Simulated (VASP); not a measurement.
# Au (P-1) in VASP: a series of runs, part 2 of 2

VASP 6.6.1. Earlier steps stand in the parts before.

## (3) Single point, PBEsol

This run uses another cell than the first one, of 19.16 Å³/atom, 1.021 times its volume.

The input, INCAR:

```
PREC = Accurate
ENCUT = 520
EDIFF = 1E-6
ISMEAR = -1
SIGMA = 0.05
LREAL = False
LASPH = True
NELM = 100
ALGO = Fast
ISIF = 2
LWAVE = False
LCHARG = False
GGA = PS
NBANDS = 18
```

The input, KPOINTS:

```
Automatic mesh
0
Gamma
  10 10 6
```

The input, POSCAR:

```
Au
1.0
    2.7965925888      0.0000000000      0.0000000000
   -0.0128683956      2.8012516386      0.0000000000
   -1.1302545584     -1.1774549423      4.8909659635
Au
2
Direct
    0.6728620000      0.6659620000      0.2740550000
    0.3271380000      0.3340380000      0.7259450000
```

Potentials or basis: VASP PAW PBE potentials, release 64 (Au).

Command:

```sh
cat potpaw_PBE.64/Au/POTCAR > POTCAR
mpirun -np 1 vasp_std > vasp.out
```

OUTCAR:

```text
PREC = Accurate
   ENCUT = 520
   EDIFF = 1E-6
   ISMEAR = -1
   LREAL = False
   LASPH = True
   NELM = 100
   ISIF = 2
   GGA = PS

 ion  position               nearest neighbor table
   1  0.673  0.666  0.274-   2 2.72   2 2.90   2 2.96   2 2.98   2 3.03
   2  0.327  0.334  0.726-   1 2.72   1 2.90   1 2.96   1 2.98   1 3.03

  LATTYP: Found a triclinic cell.
 ALAT       =     2.7965925888
 B/A-ratio  =     1.4186468224
 C/A-ratio  =     2.8424930260
 COS(alpha) =     0.0022337933
 COS(beta)  =     0.5581870929
 COS(gamma) =     0.7081406305

  Lattice vectors:

 A1 = (  -2.7965925888,   0.0000000000,   0.0000000000)
 A2 = (  -2.8094609844,   2.8012516386,   0.0000000000)
 A3 = (  -4.4371938280,  -4.4250483349,  -4.8909659635)

Analysis of symmetry for initial positions (statically):
=====================================================================
 Subroutine PRICEL returns:
 Original cell was already a primitive cell.

 Routine SETGRP: Setting up the symmetry group for a
 triclinic supercell.

 Subroutine GETGRP returns: Found  2 space group operations
 (whereof  2 operations were pure point group operations)
 out of a pool of  2 trial point group operations.

The static configuration has the point symmetry S_2 .

Analysis of symmetry for dynamics (positions and initial velocities):
=====================================================================
 Subroutine PRICEL returns:
 Original cell was already a primitive cell.

 Routine SETGRP: Setting up the symmetry group for a
 triclinic supercell.

 Subroutine GETGRP returns: Found  2 space group operations
 (whereof  2 operations were pure point group operations)
[... 114 lines left out ...]
   NUPDOWN=      -1.0000    fix difference up-down
   EMIN   =  10.00;   EMAX   =-10.00  energy-range for DOS
   EFERMI =   0.00;   METHOD = LEGACY
   ISMEAR =    -1;   SIGMA  =   0.05  broadening in eV -4-tet -1-fermi 0-gaus
   EFERMI_NEDOS =   21; number of points for ismear=-14 and -15
   IALGO  =     68    algorithm
   IMIX   =      4    mixing-type and parameters
     AMIX     =   0.40;   BMIX     =  1.00
     AMIX_MAG =   1.60;   BMIX_MAG =  1.00
  volume/ion in A,a.u.               =      19.16       129.28
  Fermi-wavevector in a.u.,A,eV,Ry     =   1.360683  2.571319 25.190631  1.851459
  Thomas-Fermi vector in A             =   2.487324
   LORBIT       =      0    0 simple, 1 ext, 2 COOP (PROOUT), +10 PAW based schemes
   GGA     = PS    functional components
   LHFCALC =     F    Hartree Fock is set to
   AEXX    =    0.0000 exact exchange contribution
   IVDW    =     0    specifies the selected vdW correction
   LEPSILON=     F    determine dielectric tensor
   LRPA    =     F    only Hartree local field effects (RPA)
 non-spin polarized calculation
 RMM-DIIS sequential band-by-band and
  energy-cutoff  :      520.00
  volume of cell :       38.32
 maximum number of plane-waves:      1048
 NGX is ok and might be reduce to    24

 number of electron      22.0000000 magnetization

 Free energy of the ion-electron system (eV)
  ---------------------------------------------------
  ext. energy  EPLUGINS =         0.00000000
  ---------------------------------------------------
  free energy    TOTEN  =        -7.53286490 eV

  energy without entropy =       -7.52930156  energy(sigma->0) =       -7.53108323

 E-fermi :   7.2610     XC(G=0): -12.1205

 val. band max:        7.2255864976   @ k =   0.4000  -0.1000   0.3333
 cond. band min:       7.2806200838   @ k =   0.4000   0.3000   0.0000
 fundamental gap:      0.0550335862
 Fermi energy:         7.2609905062

 k-point     1 :       0.0000    0.0000    0.0000
  band No.  band energies     occupation
      1      -1.4101      2.00000
      2       1.1296      2.00000
      3       1.4611      2.00000
      4       2.0003      2.00000
      5       2.5792      2.00000
      6       4.3911      2.00000
[... 481 lines left out ...]
      5       3.0895      2.00000
      6       3.5446      2.00000
[... 10 lines left out ...]
     17      19.9697      0.00000
     18      24.3915      0.00000

 [... further k-points ...]

------------------------ aborting loop because EDIFF is reached ----------------------------------------

  FORCE on cell =-STRESS in cart. coord.  units (eV):
  Direction    XX          YY          ZZ          XY          YZ          ZX
  --------------------------------------------------------------------------------------
  -------------------------------------------------------------------------------------
  Total       -1.5656043     -1.6343301     -1.0648667      0.0598343      0.1493233      0.1941226
  in kB      -65.4661238    -68.3399068    -44.5276581      2.5019840      6.2439885      8.1172843
  external PRESSURE =     -59.4445629 kB  Pullay stress =       0.0000000 kB

 VOLUME and BASIS-vectors are now :
 -----------------------------------------------------------------------------
  energy-cutoff  :      520.00
  volume of cell :       38.32
      direct lattice vectors                 reciprocal lattice vectors
     2.796592589  0.000000000  0.000000000     0.357578005  0.001642643  0.083028243
    -0.012868396  2.801251639  0.000000000     0.000000000  0.356983281  0.085940432
    -1.130254558 -1.177454942  4.890965964     0.000000000  0.000000000  0.204458589

 POSITION                                       TOTAL-FORCE (eV/Angst)
 -----------------------------------------------------------------------------------
      1.56340      1.54284      1.34039         0.028874      0.026280      0.102820
      0.09007      0.08096      3.55057        -0.028874     -0.026280     -0.102820
 -----------------------------------------------------------------------------------
    total drift:                                0.000000     -0.000000      0.000000

  FREE ENERGIE OF THE ION-ELECTRON SYSTEM (eV)
  ---------------------------------------------------
  free  energy   TOTEN  =        -7.5328648979 eV

  energy  without entropy=       -7.5293015629  energy(sigma->0) =       -7.53108323
```

OSZICAR:

```text
N       E                     dE             d eps       ncg     rms          rms(c)
DAV:   1     0.121808841876E+03    0.12181E+03   -0.11633E+04 10952   0.117E+03
DAV:   2    -0.607802943561E+01   -0.12789E+03   -0.12185E+03 11628   0.256E+02
DAV:   3    -0.821316448565E+01   -0.21351E+01   -0.21227E+01 12806   0.334E+01
DAV:   4    -0.822354463448E+01   -0.10380E-01   -0.10379E-01 12384   0.243E+00
DAV:   5    -0.822365652848E+01   -0.11189E-03   -0.11189E-03 12462   0.269E-01    0.108E+01
RMM:   6    -0.756870136412E+01    0.65496E+00   -0.12342E+00 10946   0.815E+00    0.699E+00
RMM:   7    -0.753800376333E+01    0.30698E-01   -0.10240E-01 11331   0.249E+00    0.359E+00
RMM:   8    -0.753296921799E+01    0.50345E-02   -0.10709E-02 11723   0.825E-01    0.485E-01
RMM:   9    -0.753285290007E+01    0.11632E-03   -0.12199E-03 12147   0.258E-01    0.114E-01
RMM:  10    -0.753286787352E+01   -0.14973E-04   -0.19546E-04 12241   0.945E-02    0.913E-02
RMM:  11    -0.753287788657E+01   -0.10013E-04   -0.52841E-05 12095   0.480E-02    0.114E-01
RMM:  12    -0.753286445631E+01    0.13430E-04   -0.39858E-05 11789   0.468E-02    0.125E-02
RMM:  13    -0.753286489791E+01   -0.44160E-06   -0.39125E-06  9551   0.134E-02
   1 F= -.75328649E+01 E0= -.75310832E+01  d E =-.356334E-02
```

Wall time 97 s (1 thread of AMD EPYC 9R45 (Zen 5), shared host); peak memory 0.26 GiB.

Results:

```yaml
Free_energy: -7.5329 eV
Pressure: -5.9 GPa
Largest_force: 0.110 eV/Å
Band_gap_on_the_k_mesh: zero (band 11 reaches 10.63 eV, above the bottom of band 12 at 5.67 eV)
```

Forces on the atoms (eV/Å):
```
Au   0.029  0.026  0.103
Au  -0.029 -0.026 -0.103
```

Levels at points of the mesh, in eV from the Fermi level:
| k point | band 8 | band 9 | band 10 | band 11 | band 12 | band 13 | band 14 | band 15 |
| --- | --- | --- | --- | --- | --- | --- | --- | --- |
| (0.00, 0.00, 0.00) | -2.29 | -2.22 | -1.97 | -1.58 | -0.08 | 2.81 | 14.11 | 14.25 |
| (0.50, 0.00, 0.00) | -2.96 | -2.28 | -1.76 | 0.50 | 1.20 | 2.82 | 5.64 | 9.80 |
| (0.00, 0.50, 0.00) | -2.90 | -2.26 | -1.81 | 0.44 | 1.21 | 2.67 | 5.60 | 9.76 |
| (0.50, 0.50, 0.00) | -1.32 | -0.76 | -0.74 | 2.68 | 4.69 | 6.14 | 6.69 | 7.43 |
| (0.00, 0.00, 0.50) | -3.02 | -1.92 | -1.68 | -1.57 | -1.52 | 9.44 | 11.66 | 12.48 |
| (0.50, 0.00, 0.50) | -2.39 | -2.02 | -1.98 | 0.04 | 1.28 | 1.78 | 5.04 | 9.96 |
| (0.00, 0.50, 0.50) | -2.40 | -2.07 | -1.96 | 0.08 | 1.34 | 1.72 | 5.07 | 9.95 |
| (0.50, 0.50, 0.50) | -1.61 | -0.77 | -0.73 | 3.03 | 5.29 | 5.70 | 6.67 | 7.29 |

Caveat: the PAW data sets were made with another functional, which shifts forces and pressure a little; spin-orbit coupling is left out, which moves the levels of the heavy elements.

## (4) Single point, PBEsol

This run uses another cell than the first one, of 19.55 Å³/atom, 1.042 times its volume.

The input, INCAR:

```
SYSTEM = Au
PREC = Accurate
ENCUT = 520
EDIFF = 1E-6
ISMEAR = -1
SIGMA = 0.05
LREAL = .FALSE.
LASPH = .TRUE.
NELM = 100
ALGO = Fast
ISIF = 2
LWAVE = .FALSE.
LCHARG = .FALSE.
GGA = PS
NBANDS = 18
```

The input, KPOINTS:

```
Automatic mesh
0
G
  10 10 6
  0 0 0
```

The input, POSCAR:

```
Au
1.0
    2.8154890579      0.0000000000      0.0000000000
   -0.0129553469      2.8201795887      0.0000000000
   -1.1378916452     -1.1854109603      4.9240140333
Au
2
Direct
    0.6728620000      0.6659620000      0.2740550000
    0.3271380000      0.3340380000      0.7259450000
```

Command:

```sh
cat potpaw_PBE.64/Au/POTCAR > POTCAR
mpirun -np 1 vasp_std > vasp.out
```

It took 1.7 min on 1 thread of AMD EPYC 9R45 (Zen 5), shared host; peak memory 0.26 GiB.

The run converged. Its results:

| Item | Value |
| --- | --- |
| Free energy | -7.4988 eV |
| Pressure | -8.1 GPa |
| Largest force | 0.130 eV/Å |
| Band gap on the k mesh | zero (band 11 reaches 10.34 eV, above the bottom of band 12 at 5.39 eV) |

Forces in eV/Å, atoms in the order of the input:
```
Au   0.024  0.021  0.126
Au  -0.024 -0.021 -0.126
```

Stress tensor (GPa, compression positive):
```
-8.70  0.23  0.60
 0.23 -8.94  0.46
 0.60  0.46 -6.77
```

Levels at points of the mesh, in eV from the Fermi level:
| k point | band 7 | band 8 | band 9 | band 10 | band 11 | band 12 | band 13 | band 14 | band 15 | band 16 |
| --- | --- | --- | --- | --- | --- | --- | --- | --- | --- | --- |
| (0.00, 0.00, 0.00) | -2.80 | -2.27 | -2.20 | -1.96 | -1.58 | -0.01 | 2.71 | 13.98 | 14.11 | 15.52 |
| (0.50, 0.00, 0.00) | -3.25 | -2.88 | -2.25 | -1.76 | 0.48 | 1.15 | 2.81 | 5.52 | 9.69 | 11.56 |
| (0.00, 0.50, 0.00) | -3.22 | -2.82 | -2.23 | -1.80 | 0.43 | 1.16 | 2.66 | 5.48 | 9.65 | 11.78 |
| (0.50, 0.50, 0.00) | -2.16 | -1.33 | -0.78 | -0.77 | 2.70 | 4.64 | 5.98 | 6.62 | 7.26 | 8.92 |
| (0.00, 0.00, 0.50) | -3.39 | -2.97 | -1.91 | -1.68 | -1.57 | -1.53 | 9.33 | 11.50 | 12.38 | 12.53 |
| (0.50, 0.00, 0.50) | -2.55 | -2.35 | -1.97 | -1.96 | 0.05 | 1.31 | 1.71 | 4.92 | 9.86 | 14.41 |
| (0.00, 0.50, 0.50) | -2.64 | -2.37 | -2.02 | -1.95 | 0.08 | 1.35 | 1.67 | 4.95 | 9.85 | 14.16 |
| (0.50, 0.50, 0.50) | -2.29 | -1.60 | -0.79 | -0.76 | 3.03 | 5.24 | 5.55 | 6.60 | 7.13 | 8.57 |

Caveat: the PAW data sets were made with another functional, which shifts forces and pressure a little; spin-orbit coupling is left out, which moves the levels of the heavy elements.

## (5) Single point, PBEsol (atoms moved at random)

The input, INCAR:

```
ALGO = Fast
EDIFF = 1E-7
ENCUT = 520
GGA = PS
ISIF = 2
ISMEAR = -1
LASPH = True
LCHARG = True
LELF = True
LREAL = False
LVHAR = True
LWAVE = False
NBANDS = 18
NELM = 100
PREC = Accurate
SIGMA = 0.05
```

The input, KPOINTS:

```
k-points
0
Gamma
  10 10 6
```

The input, POSCAR:

```
Au
1.0
    2.8154890579      0.0000000000      0.0000000000
   -0.0129553469      2.8201795887      0.0000000000
   -1.1378916452     -1.1854109603      4.9240140333
Au
2
Direct
    0.6669780000      0.6345200000      0.2717050000
    0.3283250000      0.3241780000      0.7250720000
```

Potentials or basis: VASP PAW PBE potentials, release 64 (Au).

Command:

```sh
cat potpaw_PBE.64/Au/POTCAR > POTCAR
mpirun -np 1 vasp_std > vasp.out
```

OUTCAR:

```text
EDIFF = 1E-7
   ENCUT = 520
   GGA = PS
   ISIF = 2
   ISMEAR = -1
   LASPH = True
   LREAL = False
   NELM = 100
   PREC = Accurate

 ion  position               nearest neighbor table
   1  0.667  0.635  0.272-   2 2.72   2 2.96   2 2.97   2 3.02   2 3.02
   2  0.328  0.324  0.725-   1 2.72   1 2.96   1 2.97   1 3.02   1 3.02

  LATTYP: Found a triclinic cell.
 ALAT       =     2.8154890579
 B/A-ratio  =     1.4186468224
 C/A-ratio  =     2.8424930260
 COS(alpha) =     0.0022337933
[... 700 lines left out ...]

  FORCE on cell =-STRESS in cart. coord.  units (eV):
  Direction    XX          YY          ZZ          XY          YZ          ZX
  --------------------------------------------------------------------------------------
  -------------------------------------------------------------------------------------
  Total       -2.1561825     -2.2194720     -1.5299497      0.0308234      0.0491991      0.1301916
  in kB      -88.3580694    -90.9516024    -62.6957131      1.2631119      2.0161273      5.3351141
  external PRESSURE =     -80.6684616 kB  Pullay stress =       0.0000000 kB

 VOLUME and BASIS-vectors are now :
 -----------------------------------------------------------------------------
  energy-cutoff  :      520.00
  volume of cell :       39.10
      direct lattice vectors                 reciprocal lattice vectors
     2.815489058  0.000000000  0.000000000     0.355178081  0.001631618  0.082470989
    -0.012955347  2.820179589  0.000000000     0.000000000  0.354587348  0.085363633
    -1.137891645 -1.185410960  4.924014033     0.000000000  0.000000000  0.203086342

 POSITION                                       TOTAL-FORCE (eV/Angst)
 -----------------------------------------------------------------------------------
      1.56048      1.46738      1.33788         0.039736      0.040107      0.219093
      0.09514      0.05473      3.57026        -0.039736     -0.040107     -0.219093
 -----------------------------------------------------------------------------------
    total drift:                               -0.000003     -0.000001      0.000006

  FREE ENERGIE OF THE ION-ELECTRON SYSTEM (eV)
  ---------------------------------------------------
  free  energy   TOTEN  =        -7.4951595635 eV

  energy  without entropy=       -7.4917923240  energy(sigma->0) =       -7.49347594
```

OSZICAR:

```text
N       E                     dE             d eps       ncg     rms          rms(c)
DAV:   1     0.120610998324E+03    0.12061E+03   -0.11547E+04 10968   0.117E+03
DAV:   2    -0.605851607959E+01   -0.12667E+03   -0.12062E+03 11572   0.253E+02
DAV:   3    -0.816865662350E+01   -0.21101E+01   -0.20982E+01 12948   0.330E+01
DAV:   4    -0.817891572399E+01   -0.10259E-01   -0.10258E-01 12326   0.241E+00
DAV:   5    -0.817902792092E+01   -0.11220E-03   -0.11220E-03 12410   0.270E-01    0.102E+01
RMM:   6    -0.752823414963E+01    0.65079E+00   -0.12536E+00 10945   0.819E+00    0.666E+00
RMM:   7    -0.750011390966E+01    0.28120E-01   -0.96258E-02 11346   0.241E+00    0.354E+00
RMM:   8    -0.749530160401E+01    0.48123E-02   -0.99908E-03 11710   0.794E-01    0.500E-01
RMM:   9    -0.749514693701E+01    0.15467E-03   -0.12986E-03 12111   0.266E-01    0.110E-01
RMM:  10    -0.749516117886E+01   -0.14242E-04   -0.19413E-04 12234   0.935E-02    0.799E-02
RMM:  11    -0.749516030855E+01    0.87031E-06   -0.32065E-05 12224   0.373E-02    0.566E-02
RMM:  12    -0.749515928540E+01    0.10232E-05   -0.14362E-05 11908   0.262E-02    0.312E-03
RMM:  13    -0.749515961233E+01   -0.32693E-06   -0.28748E-06 12061   0.103E-02    0.254E-03
RMM:  14    -0.749515956354E+01    0.48783E-07   -0.33393E-07  9176   0.343E-03
   1 F= -.74951596E+01 E0= -.74934759E+01  d E =-.336724E-02
```

Run time: 1.9 min. Hardware: 1 thread of AMD EPYC 9R45 (Zen 5), shared host; peak memory 0.26 GiB.

Results:

| Item | Value |
| --- | --- |
| Free energy | -7.4952 eV |
| Pressure | -8.1 GPa |
| Largest force | 0.226 eV/Å |
| Band gap on the k mesh | zero (band 11 reaches 10.32 eV, above the bottom of band 12 at 5.38 eV) |

Forces on the atoms (eV/Å):
```
Au   0.040  0.040  0.219
Au  -0.040 -0.040 -0.219
```

Stress tensor (GPa, compression positive):
```
-8.84  0.13  0.53
 0.13 -9.10  0.20
 0.53  0.20 -6.27
```

Levels at points of the mesh, in eV from the Fermi level:
```
           k point  band 9  band 10  band 11  band 12  band 13  band 14
(0.00, 0.00, 0.00)   -2.23    -1.96    -1.57    -0.01     2.74    14.05
(0.50, 0.00, 0.00)   -2.27    -1.74     0.46     1.17     2.79     5.53
(0.00, 0.50, 0.00)   -2.22    -1.83     0.36     1.20     2.58     5.54
(0.50, 0.50, 0.00)   -0.79    -0.76     2.71     4.75     5.96     6.69
(0.00, 0.00, 0.50)   -1.90    -1.65    -1.57    -1.49     9.38    11.45
(0.50, 0.00, 0.50)   -2.01    -1.92     0.08     1.33     1.70     4.90
(0.00, 0.50, 0.50)   -2.11    -1.88     0.18     1.39     1.68     4.90
(0.50, 0.50, 0.50)   -0.79    -0.75     2.96     5.24     5.59     6.55
```

Caveat: the cell differs from its parent crystal (atoms moved at random); the PAW data sets were made with another functional, which shifts forces and pressure a little; spin-orbit coupling is left out, which moves the levels of the heavy elements.

## (6) Overview

| cell | further INCAR settings | gap on the mesh (eV) | pressure (GPa) | largest force (eV/Å) |
| --- | --- | --- | --- | --- |
| a = 2.777, b = 2.782, c = 5.121 Å, angles 103.1, 102.7, 90.3°, 2 atoms | ALGO = Fast; EDIFF = 1e-07; NBANDS = 18 | none | -3.3 | 0.09 |
| a = 2.797, b = 2.801, c = 5.156 Å, angles 103.1, 102.7, 90.3°, 2 atoms | ALGO = Fast; EDIFF = 1e-06; NBANDS = 18 | none | -5.9 | 0.11 |
| a = 2.815, b = 2.820, c = 5.191 Å, angles 103.1, 102.7, 90.3°, 2 atoms | ALGO = Fast; EDIFF = 1e-06; NBANDS = 18 | none | -8.1 | 0.13 |
| a = 2.815, b = 2.820, c = 5.191 Å, angles 103.1, 102.7, 90.3°, 2 atoms | ALGO = Fast; EDIFF = 1e-07; NBANDS = 18 | none | -8.1 | 0.23 |

Some of these runs hold the atoms at other places in the same cell, which the table doesn't show; runs alike in all that it shows share one row.

Alike in all rows: task single point; level PBEsol; potentials or basis VASP PAW PBE potentials, release 64 (Au); no spin polarisation; k mesh 10 × 10 × 6; cutoff (eV) 520; smearing fermi-dirac 0.05 eV.

Caveats: the PAW data sets were made with another functional, which shifts forces and pressure a little; spin-orbit coupling is left out, which moves the levels of the heavy elements.

Absolute energies hang on the potentials; compare differences alone.
